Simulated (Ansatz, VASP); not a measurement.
# C in VASP and in Ansatz

```
C
1.0
     2.50555    0.00000    0.00000
    -1.25277    2.16987    0.00000
     0.00000    0.00000   16.53018
C
16
Direct
  0.00000 0.00000 0.99950
  0.00000 0.00000 0.09250
  0.33333 0.66667 0.12382
  0.33333 0.66667 0.21818
  0.00000 0.00000 0.24974
  0.00000 0.00000 0.34401
  0.33333 0.66667 0.37557
  0.33333 0.66667 0.46993
  0.00000 0.00000 0.50125
  0.00000 0.00000 0.59425
  0.66667 0.33333 0.62534
  0.66667 0.33333 0.71836
  0.33333 0.66667 0.74964
  0.33333 0.66667 0.84411
  0.66667 0.33333 0.87539
  0.66667 0.33333 0.96841
```

Alike in both runs: functional PBEsol; k mesh 12 × 12 × 2; occupations gaussian, width 0.02 eV; no spin polarisation.

Ansatz relaxed the structure, and its values are those at the end. VASP's run is a single point on that final structure, the one shown.

|  | VASP | Ansatz |
| --- | --- | --- |
| version | VASP 6.6.1 | Ansatz 0.2.0 |
| potentials or method | VASP PAW PBE potentials, release 64 (C), cutoff 520 eV | scalar-relativistic, plane waves, PAW |
| valence electrons in the cell | 64 | 64 |

VASP gave:

| Item | Value |
| --- | --- |
| gap on the k mesh at the Fermi level (eV) | 4.19 |
| least direct gap on the mesh (eV) | 5.21 |
| pressure (GPa) | 1.1 |

Task: Estimate Ansatz's values.

Result: gap on the k mesh at the Fermi level (eV): 4.20; least direct gap on the mesh (eV): 5.21; pressure (GPa): 0.0.

VASP's potentials were made for PBE, not for PBEsol. With one functional, cell and mesh, what is left measures potentials, basis and numerics.
